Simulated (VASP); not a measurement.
A run of VASP 6.6.1 is set up as follows.

File INCAR:

```
SYSTEM = SnTe
  ALGO = Normal
  EDIFF = 1E-7
  ENCUT = 520
  GGA = RP
  ISIF = 2
  ISMEAR = -1
  IVDW = 13
  LASPH = .True.
  LCHARG = .False.
  LREAL = .False.
  LWAVE = .False.
  NBANDS = 17
  NELM = 100
  PREC = Accurate
  SIGMA = 0.05
```

The input KPOINTS:

```
k-points
0
Gamma
  7 7 7
  0 0 0
```

Contents of POSCAR:

```
SnTe
1.0
    0.0000000000      3.1359665995      3.1359665995
    3.1359665995      0.0000000000      3.1359665995
    3.1359665995      3.1359665995      0.0000000000
Te Sn
1 1
Direct
    0.5000000000      0.5000000000      0.5000000000
    0.0000000000      0.0000000000      0.0000000000
```

Potentials or basis: VASP PAW PBE potentials, release 64 (Te, Sn_d).

Launch:

```bash
$ cat potpaw_PBE.64/Te/POTCAR potpaw_PBE.64/Sn_d/POTCAR > POTCAR
$ mpirun -np 1 vasp_std > vasp.out
```

Task: Predict the pressure.

Result: 0.0 GPa.

Task: Predict the dispersion energy per atom.

Result: -0.809 eV.

Caveat: the PAW data sets were made with another functional, which shifts forces and pressure a little.
